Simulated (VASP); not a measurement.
# Co in VASP: notebook

Co is run at these levels: PBEsol; tasks: single point.

All numbers are computed with VASP 6.6.1; they aren't measurements. Logs are shortened: lines on timing, memory, paths and dates and some standing lists are left out, and cuts for length are marked.

## (1) The cell of the first run

The typed cell holds 2 atoms: a = 2.487 Å, b = 2.487 Å, c = 4.063 Å, α = 90.00°, β = 90.00°, γ = 120.00°.

## (2) Single point, PBEsol, collinear spin, ferromagnetic start (atoms moved at random)

Input file INCAR:

```
SYSTEM = Co
  ALGO = Normal
  EDIFF = 1E-6
  ENCUT = 520
  GGA = PS
  ISIF = 2
  ISMEAR = -1
  ISPIN = 2
  LASPH = .True.
  LCHARG = .True.
  LELF = .True.
  LMAXMIX = 4
  LORBIT = 11
  LREAL = .False.
  LUSENCCL = .False.
  LVHAR = .True.
  LWAVE = .False.
  MAGMOM = 2 2
  NBANDS = 20
  NELM = 150
  PREC = Accurate
  SIGMA = 0.05
```

Input file KPOINTS:

```
k-points
0
Gamma
  12 12 7
  0 0 0
```

Input file POSCAR:

```
Co
1.0
    2.4873648738      0.0000000000      0.0000000000
   -1.2436824369      2.1541211692      0.0000000000
    0.0000000000      0.0000000000      4.0632895034
Co
2
Direct
    0.3313670000      0.6497470000      0.7371330000
    0.6702970000      0.3205170000      0.2636990000
```

Potentials or basis: VASP PAW PBE potentials, release 64 (Co).

Run with:

```bash
$ cat potpaw_PBE.64/Co/POTCAR > POTCAR
$ mpirun -np 1 vasp_std > vasp.out
```

OUTCAR:

```text
SYSTEM = Co
   EDIFF = 1E-6
   ENCUT = 520
   GGA = PS
   ISIF = 2
   ISMEAR = -1
   ISPIN = 2
   LASPH = .True.
   LORBIT = 11
   LREAL = .False.
   NELM = 150
   PREC = Accurate

 ion  position               nearest neighbor table
   1  0.331  0.650  0.737-   2 2.39   2 2.40   2 2.41   2 2.57   2 2.58   2 2.58
   2  0.670  0.321  0.264-   1 2.39   1 2.40   1 2.41   1 2.57   1 2.58   1 2.58

  LATTYP: Found a hexagonal cell.
 ALAT       =     2.4873648738
 C/A-ratio  =     1.6335719565

  Lattice vectors:

 A1 = (   2.4873648738,   0.0000000000,   0.0000000000)
 A2 = (  -1.2436824369,   2.1541211692,   0.0000000000)
 A3 = (   0.0000000000,   0.0000000000,   4.0632895034)

Analysis of symmetry for initial positions (statically):
=====================================================================
 Subroutine PRICEL returns:
 Original cell was already a primitive cell.

 Routine SETGRP: Setting up the symmetry group for a
 hexagonal supercell.

 Subroutine GETGRP returns: Found  2 space group operations
 (whereof  1 operations were pure point group operations)
 out of a pool of 24 trial point group operations.

The static configuration has the point symmetry C_1 .
 The point group associated with its full space group is S_2 .

Analysis of symmetry for dynamics (positions and initial velocities):
=====================================================================
 Subroutine PRICEL returns:
 Original cell was already a primitive cell.

 Routine SETGRP: Setting up the symmetry group for a
 hexagonal supercell.

 Subroutine GETGRP returns: Found  2 space group operations
 (whereof  1 operations were pure point group operations)
 out of a pool of 24 trial point group operations.

The dynamic configuration has the point symmetry C_1 .
 The point group associated with its full space group is S_2 .

Analysis of structural, dynamic, and magnetic symmetry:
=====================================================================
 Subroutine PRICEL returns:
 Original cell was already a primitive cell.

 Routine SETGRP: Setting up the symmetry group for a
 hexagonal supercell.

 Subroutine GETGRP returns: Found  2 space group operations
 (whereof  1 operations were pure point group operations)
 out of a pool of 24 trial point group operations.

The overall configuration has the point symmetry C_1 .
 The point group associated with its full space group is S_2 .

 Subroutine INISYM returns: Found  2 space group operations
 (whereof  1 operations are pure point group operations),
 and found     1 'primitive' translations

----------------------------------------------------------------------------------------

                                     Primitive cell

  volume of cell :      21.7715

  direct lattice vectors                    reciprocal lattice vectors
     2.487364874  0.000000000  0.000000000     0.402031889  0.232113220 -0.000000000
    -1.243682437  2.154121169  0.000000000     0.000000000  0.464226439  0.000000000
     0.000000000  0.000000000  4.063289503     0.000000000 -0.000000000  0.246106018

  length of vectors
     2.487364874  2.487364874  4.063289503     0.464226439  0.464226439  0.246106018

  position of ions in fractional coordinates (direct lattice)
     0.331367000  0.649747000  0.737133000
     0.670297000  0.320517000  0.263699000

  ion indices of the primitive-cell ions
   primitive index   ion index
                 1           1
                 2           2

----------------------------------------------------------------------------------------

 KPOINTS: k-points

Automatic generation of k-mesh.
 Grid dimensions read from file:
 generate k-points for:   12   12    7

 Generating k-lattice:

  Cartesian coordinates                     Fractional coordinates (reciprocal lattice)
     0.033502657  0.019342768 -0.000000000     0.083333333  0.000000000  0.000000000
     0.000000000  0.038685537  0.000000000     0.000000000  0.083333333  0.000000000
     0.000000000 -0.000000000  0.035158003     0.000000000  0.000000000  0.142857143

  Length of vectors
     0.038685537  0.038685537  0.035158003

  Shift w.r.t. Gamma in fractional coordinates (k-lattice)
     0.000000000  0.000000000  0.000000000

 Subroutine IBZKPT returns following result:
 ===========================================

 Found    506 irreducible k-points:

 Following reciprocal coordinates:
            Coordinates               Weight
  0.000000  0.000000  0.000000      1.000000
  0.083333  0.000000  0.000000      2.000000
  0.000000  0.083333  0.000000      2.000000
 -0.083333  0.083333  0.000000      2.000000
  0.166667  0.000000  0.000000      2.000000
  0.000000  0.166667  0.000000      2.000000
[... 16 lines left out ...]
  0.166667  0.083333  0.000000      2.000000
 -0.083333  0.250000  0.000000      2.000000
 [... further k-points ...]
   k-points           NKPTS =    506   k-points in BZ     NKDIM =    506   number of bands    NBANDS=     20
   number of dos      NEDOS =    301   number of ions     NIONS =      2
   total plane-waves  NPLWV =   9720
   dimension x,y,z NGX =    18 NGY =   18 NGZ =   30
   dimension x,y,z NGXF=    36 NGYF=   36 NGZF=   60
   ions per type =               2
   NGX,Y,Z   is equivalent  to a cutoff of  12.03, 12.03, 12.27 a.u.
   NGXF,Y,Z  is equivalent  to a cutoff of  24.06, 24.06, 24.55 a.u.
 SYSTEM =  Co
   PREC   = accura    normal or accurate (medium, high low for compatibility)
   ISTART =      0    job   : 0-new  1-cont  2-samecut
   ICHARG =      2    charge: 1-file 2-atom 10-const
   ISPIN  =      2    spin polarized calculation?
   LNONCOLLINEAR =      F non collinear calculations
   LSORBIT =      F    spin-orbit coupling
   LASPH  =      T    aspherical Exc in radial PAW
   ENCUT  =  520.0 eV  38.22 Ry    6.18 a.u.   4.62  4.62  7.56*2*pi/ulx,y,z
   NELM   =    150;   NELMIN=  2; NELMDL= -5     # of ELM steps
   EDIFF  = 0.1E-05   stopping-criterion for ELM
   LREAL  =      F    real-space projection
   EDIFFG = 0.1E-04   stopping-criterion for IOM
   NSW    =      0    number of steps for IOM
   IBRION =     -1    ionic relax: 0-MD 1-quasi-New 2-CG
   NFREE  =      0    steps in history (QN), initial steepest desc. (CG)
   ISIF   =      2    stress and relaxation
   ISYM   =      2    0-nonsym 1-usesym 2-fastsym
   POTIM  = 0.5000    time-step for ionic-motion
   TEBEG  =    0.0;   TEEND  =   0.0 temperature during run
   PSTRESS=    0.0 pullay stress
   NELECT =      18.0000    total number of electrons
   NUPDOWN=      -1.0000    fix difference up-down
   EMIN   =  10.00;   EMAX   =-10.00  energy-range for DOS
   EFERMI =   0.00;   METHOD = LEGACY
   ISMEAR =    -1;   SIGMA  =   0.05  broadening in eV -4-tet -1-fermi 0-gaus
   EFERMI_NEDOS =   21; number of points for ismear=-14 and -15
   IALGO  =     38    algorithm
   IMIX   =      4    mixing-type and parameters
     AMIX     =   0.40;   BMIX     =  1.00
     AMIX_MAG =   1.60;   BMIX_MAG =  1.00
  volume/ion in A,a.u.               =      10.89        73.46
  Fermi-wavevector in a.u.,A,eV,Ry     =   1.536514  2.903591 32.121660  2.360875
  Thomas-Fermi vector in A             =   2.643152
   LORBIT       =     11    0 simple, 1 ext, 2 COOP (PROOUT), +10 PAW based schemes
   GGA     = PS    functional components
   LHFCALC =     F    Hartree Fock is set to
   AEXX    =    0.0000 exact exchange contribution
   IVDW    =     0    specifies the selected vdW correction
   LEPSILON=     F    determine dielectric tensor
   LRPA    =     F    only Hartree local field effects (RPA)
 spin polarized calculation
  energy-cutoff  :      520.00
  volume of cell :       21.77
 maximum number of plane-waves:       600
   NGX =  9   NGY =  9   NGZ = 15

 number of electron      18.0000000 magnetization       3.2544079

 Free energy of the ion-electron system (eV)
  ---------------------------------------------------
  ext. energy  EPLUGINS =         0.00000000
  ---------------------------------------------------
  free energy    TOTEN  =       -15.40238197 eV

  energy without entropy =      -15.38759118  energy(sigma->0) =      -15.39498658

 E-fermi :  10.0549     XC(G=0): -13.5516

 val. band max:       10.0548178998   @ k =   0.0833   0.2500  -0.4286
 cond. band min:      10.0554473783   @ k =   0.2500   0.0833   0.4286
 fundamental gap:      0.0006294785
 Fermi energy:        10.0548766864

 spin component 1

 k-point     1 :       0.0000    0.0000    0.0000
  band No.  band energies     occupation
      1       1.0685      1.00000
      2       4.8478      1.00000
      3       7.3774      1.00000
      4       7.4170      1.00000
      5       7.4243      1.00000
      6       7.7031      1.00000
[... 12 lines left out ...]
     19      35.9839      0.00000
     20      36.0275      0.00000
[... 507 lines left out ...]
 k-point    24 :      -0.0833    0.2500    0.0000
  band No.  band energies     occupation
      1       2.6851      1.00000
      2       5.6350      1.00000
      3       6.5859      1.00000
      4       6.8840      1.00000
      5       7.4013      1.00000
      6       7.6625      1.00000
[... 12 lines left out ...]
     19      35.3794      0.00000
     20      36.5868      0.00000

 [... further k-points ...]

 spin component 2

 k-point     1 :       0.0000    0.0000    0.0000
  band No.  band energies     occupation
      1       1.1338      1.00000
      2       5.8069      1.00000
      3       8.9493      1.00000
      4       9.0580      1.00000
      5       9.0685      1.00000
      6       9.3515      1.00000
[... 12 lines left out ...]
     19      36.3338      0.00000
     20      36.3739      0.00000
[... 507 lines left out ...]
 k-point    24 :      -0.0833    0.2500    0.0000
  band No.  band energies     occupation
      1       2.7727      1.00000
      2       6.7448      1.00000
      3       7.8322      1.00000
      4       8.2184      1.00000
      5       8.9423      1.00000
      6       9.3626      1.00000
[... 12 lines left out ...]
     19      35.6179      0.00000
     20      37.0565      0.00000

 [... further k-points ...]
[... 5 lines left out ...]
  --------------------------------------------------------------------------------------
  -------------------------------------------------------------------------------------
  Total       -1.1472322     -1.1910746     -1.4455852      0.0217912      0.0161869      0.0163281
  in kB      -84.4256723    -87.6520651   -106.3816888      1.6036338      1.1912097      1.2015974
  external PRESSURE =     -92.8198087 kB  Pullay stress =       0.0000000 kB

 VOLUME and BASIS-vectors are now :
 -----------------------------------------------------------------------------
  energy-cutoff  :      520.00
  volume of cell :       21.77
      direct lattice vectors                 reciprocal lattice vectors
     2.487364874  0.000000000  0.000000000     0.402031889  0.232113220 -0.000000000
    -1.243682437  2.154121169  0.000000000     0.000000000  0.464226439  0.000000000
     0.000000000  0.000000000  4.063289503     0.000000000 -0.000000000  0.246106018

 POSITION                                       TOTAL-FORCE (eV/Angst)
 -----------------------------------------------------------------------------------
      0.01615      1.39963      2.99518         0.022095      0.022000      0.628242
      1.26865      0.69043      1.07149        -0.022095     -0.022000     -0.628242
 -----------------------------------------------------------------------------------
    total drift:                                0.000008     -0.000021     -0.000006

  FREE ENERGIE OF THE ION-ELECTRON SYSTEM (eV)
  ---------------------------------------------------
  free  energy   TOTEN  =       -15.4023819724 eV

  energy  without entropy=      -15.3875911836  energy(sigma->0) =      -15.39498658

 total charge

# of ion       s       p       d       tot
------------------------------------------
    1        0.491   0.526   7.259   8.277
    2        0.491   0.526   7.259   8.277
--------------------------------------------------
tot          0.982   1.053  14.518  16.553

 magnetization (x)

# of ion       s       p       d       tot
------------------------------------------
    1       -0.014  -0.050   1.705   1.641
    2       -0.014  -0.050   1.705   1.641
--------------------------------------------------
tot         -0.028  -0.100   3.409   3.282
```

Run time: 23 min. Hardware: 1 × NVIDIA H100 80GB with 1 thread of Intel Xeon Platinum 8481C at 2.70GHz (Sapphire Rapids), shared host; peak memory 1.4 GiB.

What came out:

```
Free energy                                           : -15.4024 eV
Pressure                                              : -9.3 GPa
Largest force                                         : 0.629 eV/Å
Net moment                                            : 3.25 μB per cell
Site moments                                          : Co +1.64 μB
Valence electrons inside the program's atomic spheres : Co 8.28
```

Forces on the atoms (eV/Å):
```
Co   0.022  0.022  0.628
Co  -0.022 -0.022 -0.628
```

Caveat: the cell differs from its parent crystal (atoms moved at random); the PAW data sets were made with another functional, which shifts forces and pressure a little.

## (3) Single point, PBEsol, collinear spin, ferromagnetic start

This run uses another cell than the first one, of 9.97 Å³/atom, 0.916 times its volume.

Input file INCAR:

```
ALGO = Normal ; EDIFF = 1E-7
ENCUT = 520 ; GGA = PS
ISIF = 2 ; ISMEAR = -1
ISPIN = 2 ; LASPH = T
LCHARG = T ; LELF = T
LMAXMIX = 4 ; LORBIT = 11
LREAL = F ; LVHAR = T
LWAVE = F ; MAGMOM = 2 2
NBANDS = 20 ; NELM = 150
PREC = Accurate ; SIGMA = 0.05
```

Input file KPOINTS:

```
k-points
0
Gamma
  12 12 7
```

Input file POSCAR:

```
Co
1.0
    2.4248549296      0.0000000000      0.0000000000
   -1.2124274648      2.0999859696      0.0000000000
    0.0000000000      0.0000000000      3.9148566361
Co
2
Direct
    0.3333333333      0.6666666667      0.7499994080
    0.6666666667      0.3333333333      0.2500005920
```

Potentials or basis: VASP PAW PBE potentials, release 64 (Co).

Run with:

```bash
$ cat potpaw_PBE.64/Co/POTCAR > POTCAR
$ mpirun -np 1 vasp_std > vasp.out
```

Wall time 1.9 min (1 thread of AMD EPYC 7R43 (Zen 3), shared host); peak memory 0.12 GiB.

Results (log left out):

```
Free energy                                           : -15.4567 eV
Pressure                                              : 9.0 GPa
Net moment                                            : 3.02 μB per cell
Site moments                                          : Co +1.51 μB
Valence electrons inside the program's atomic spheres : Co 8.45
```

Levels at points of the mesh, in eV from the Fermi level:
Spin up:
```tsv
k point	band 8	band 9	band 10	band 11	band 12	band 13
(0.00, 0.00, 0.00)	-1.90	-1.90	-0.63	-0.63	-0.15	7.17
(0.50, 0.00, 0.00)	-0.49	-0.37	-0.32	1.57	3.77	10.37
```
Spin down:
| k point | band 5 | band 6 | band 7 | band 8 | band 9 | band 10 |
| --- | --- | --- | --- | --- | --- | --- |
| (0.00, 0.00, 0.00) | -1.16 | -0.74 | -0.74 | -0.27 | -0.27 | -0.11 |
| (0.50, 0.00, 0.00) | -1.34 | -1.21 | -0.74 | 1.26 | 1.42 | 1.45 |

Caveat: the PAW data sets were made with another functional, which shifts forces and pressure a little.

## (4) Single point, PBEsol, collinear spin, ferromagnetic start

This run uses another cell than the first one, of 10.36 Å³/atom, 0.952 times its volume.

Input file INCAR:

```
PREC = Accurate ; ENCUT = 520
EDIFF = 1E-7 ; ISMEAR = -1
SIGMA = 0.05 ; LREAL = F
LASPH = T ; NELM = 150
ALGO = Normal ; ISIF = 2
LWAVE = F ; LCHARG = F
ISPIN = 2 ; MAGMOM = 2 2
LORBIT = 11 ; LMAXMIX = 4
GGA = PS ; NBANDS = 20
```

Input file KPOINTS:

```
Automatic mesh
0
Gamma
  12 12 7
```

Input file POSCAR:

```
Co
1.0
    2.4571142517      0.0000000000      0.0000000000
   -1.2285571258      2.1279233619      0.0000000000
    0.0000000000      0.0000000000      3.9639408656
Co
2
Direct
    0.3333333333      0.6666666667      0.7499998835
    0.6666666667      0.3333333333      0.2500001165
```

Run with:

```bash
$ cat potpaw_PBE.64/Co/POTCAR > POTCAR
$ mpirun -np 1 vasp_std > vasp.out
```

It took 1.8 min on 1 thread of AMD EPYC 7R43 (Zen 3), shared host; peak memory 0.12 GiB.

The run converged. Its results:

```yaml
Free_energy: -15.4756 eV
Pressure: -0.9 GPa
Net_moment: 3.11 μB per cell
Site_moments: Co +1.56 μB
Valence_electrons_inside_the_program's_atomic_spheres: Co 8.37
```

Stress tensor (GPa, compression positive):
```
-0.87  0.00  0.00
 0.00 -0.87  0.00
 0.00  0.00 -0.94
```

Levels at points of the mesh, in eV from the Fermi level:
Spin up:
```tsv
k point	band 8	band 9	band 10	band 11	band 12	band 13	band 14	band 15
(0.00, 0.00, 0.00)	-1.90	-1.90	-0.71	-0.71	-0.12	6.80	22.28	25.28
(0.50, 0.00, 0.00)	-0.58	-0.46	-0.41	1.44	3.54	10.04	10.74	13.17
```
Spin down:
```
           k point  band 5  band 6  band 7  band 8  band 9  band 10
(0.00, 0.00, 0.00)   -1.05   -0.66   -0.66   -0.22   -0.22    -0.10
(0.50, 0.00, 0.00)   -1.23   -1.11   -0.67    1.23    1.38     1.41
```

Caveat: the PAW data sets were made with another functional, which shifts forces and pressure a little.

## (5) Single point, PBEsol, collinear spin, ferromagnetic start

This run uses another cell than the first one, of 9.40 Å³/atom, 0.863 times its volume.

Input file INCAR:

```
SYSTEM = Co
PREC     = Accurate       ! precision mode
ENCUT    = 520            ! plane-wave cutoff, eV
EDIFF    = 1E-6           ! SCF threshold, eV
ISMEAR   = -1             ! smearing method
SIGMA    = 0.05           ! smearing width, eV
LREAL    = .FALSE.        ! projectors in reciprocal space
LASPH    = .TRUE.         ! aspherical terms in the spheres
NELM     = 150            ! most SCF steps
ALGO     = Normal         ! electronic algorithm
ISIF     = 2              ! what is computed and relaxed
LWAVE    = .FALSE.        ! write WAVECAR
LCHARG   = .TRUE.         ! write CHGCAR
ISPIN    = 2              ! spin polarisation
MAGMOM   = 2 2            ! initial moments
LORBIT   = 11             ! projections on sites
LMAXMIX  = 4              ! l up to which the mixer works
GGA      = PS             ! functional
LELF     = .TRUE.         ! ELF
LVHAR    = .TRUE.       
NBANDS   = 20             ! bands
```

Input file KPOINTS:

```
Automatic mesh
0
G
  12 12 7
  0 0 0
```

Input file POSCAR:

```
Co
1.0
    2.3773537338      0.0000000000      0.0000000000
   -1.1886768669      2.0588487272      0.0000000000
    0.0000000000      0.0000000000      3.8407017548
Co
2
Direct
    0.3333333333      0.6666666667      0.7499934852
    0.6666666667      0.3333333333      0.2500065148
```

Run with:

```bash
$ cat potpaw_PBE.64/Co/POTCAR > POTCAR
$ mpirun -np 1 vasp_std > vasp.out
```

Run time: 2.6 min. Hardware: 1 thread of AMD EPYC 7R43 (Zen 3), shared host; peak memory 0.14 GiB.

The run converged. Its results:

```
Free energy                                           : -15.3271 eV
Pressure                                              : 28.7 GPa
Net moment                                            : 2.97 μB per cell
Site moments                                          : Co +1.47 μB
Valence electrons inside the program's atomic spheres : Co 8.59
```

Stress tensor (GPa, compression positive):
```
28.70  0.00  0.00
 0.00 28.70  0.00
 0.00  0.00 28.61
```

Levels at points of the mesh, in eV from the Fermi level:
Spin up:
```
           k point  band 8  band 9  band 10  band 11  band 12  band 13
(0.00, 0.00, 0.00)   -1.92   -1.92    -0.54    -0.54    -0.17     7.76
(0.50, 0.00, 0.00)   -0.37   -0.24    -0.18     1.78     4.13    10.90
```
Spin down:
```tsv
k point	band 5	band 6	band 7	band 8	band 9	band 10
(0.00, 0.00, 0.00)	-1.28	-0.83	-0.83	-0.31	-0.31	-0.11
(0.50, 0.00, 0.00)	-1.48	-1.32	-0.82	1.35	1.52	1.56
```

Caveat: the PAW data sets were made with another functional, which shifts forces and pressure a little.

(Continued in part 2 of 2.)
